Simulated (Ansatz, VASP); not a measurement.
Given: the input of a run of VASP 6.6.1 on BiTe.

The input INCAR:

```
PREC     = Accurate       # precision mode
ENCUT    = 520            # plane-wave cutoff, eV
EDIFF    = 1E-7           # SCF threshold, eV
ISMEAR   = -1             # smearing method
SIGMA    = 0.05           # smearing width, eV
LREAL    = False          # projectors in reciprocal space
LASPH    = True           # aspherical terms in the spheres
NELM     = 80             # most SCF steps
ALGO     = Normal         # electronic algorithm
ISIF     = 2              # what is computed and relaxed
LWAVE    = False          # write WAVECAR
LCHARG   = False          # write CHGCAR
NBANDS   = 18             # bands
```

File KPOINTS:

```
regular mesh
0
Gamma
  7 7 7
```

POSCAR

```
BiTe
1.0
    2.3899644647      1.3798466271      3.2724581889
   -2.3899644647      1.3798466271      3.2724581889
    0.0000000000     -2.7596932542      3.2724581889
Bi Te
1 1
Direct
    0.5000000000      0.5000000000      0.5000000000
    0.0000000000      0.0000000000      0.0000000000
```

Potentials or basis: VASP PAW LDA potentials, release 64 (Bi_d, Te).

Command:

```bash
$ cat potpaw_LDA.64/Bi_d/POTCAR potpaw_LDA.64/Te/POTCAR > POTCAR
$ mpirun -np 1 vasp_std > vasp.out
```

Question: Translate it to Ansatz 0.2.0. Potentials there: all-electron LAPW, scalar-relativistic.

Answer: As run (the cutoff follows the program's own potentials):

File input.yaml:

```yaml
crystal:
  lattice:
    - [2.3899644647, 1.3798466271, 3.2724581889]
    - [-2.3899644647, 1.3798466271, 3.2724581889]
    - [0.0, -2.7596932542, 3.2724581889]
  atoms:
    - { symbol: Bi, position: [0.5, 0.5, 0.5] }
    - { symbol: Te, position: [0.0, 0.0, 0.0] }
kpoints:
  mp_grid: { grid: [7, 7, 7] }
scf:
  occupations: { method: fermi_dirac, width: 0.05 }
hamiltonian:
  xc: lda
  pseudopotentials: { kind: all_electron, lapw: { basis_error: 0.001 } }
output:
  forces: true
  stress: true
  eigenvalues: true
```

Potentials or basis: all-electron LAPW, scalar-relativistic.

The run is started by

```console
$ ansatz run input.yaml --threads 1 --pin off --max-ram 3072MiB --backend cpu --events-out ev --progress --plain --runs-dir out
```

Both were run:

|  | VASP | Ansatz | Ansatz less VASP |
| --- | --- | --- | --- |
| gap on the k mesh at the Fermi level (eV) | none | none | - |
| pressure (GPa) | -1.4 | -1.5 | -0.05 |
| traceless stress, the component that is largest in VASP (GPa) | -0.07 | -0.04 | +0.026 |

LDA's correlation is that of Perdew and Zunger in VASP and of Perdew and Wang (1992) in Ansatz. A gap of «none» marks a metal or a gap that the smearing closes. Ansatz ran all-electron here, and VASP with PAW potentials.

Spin-orbit coupling is off throughout.
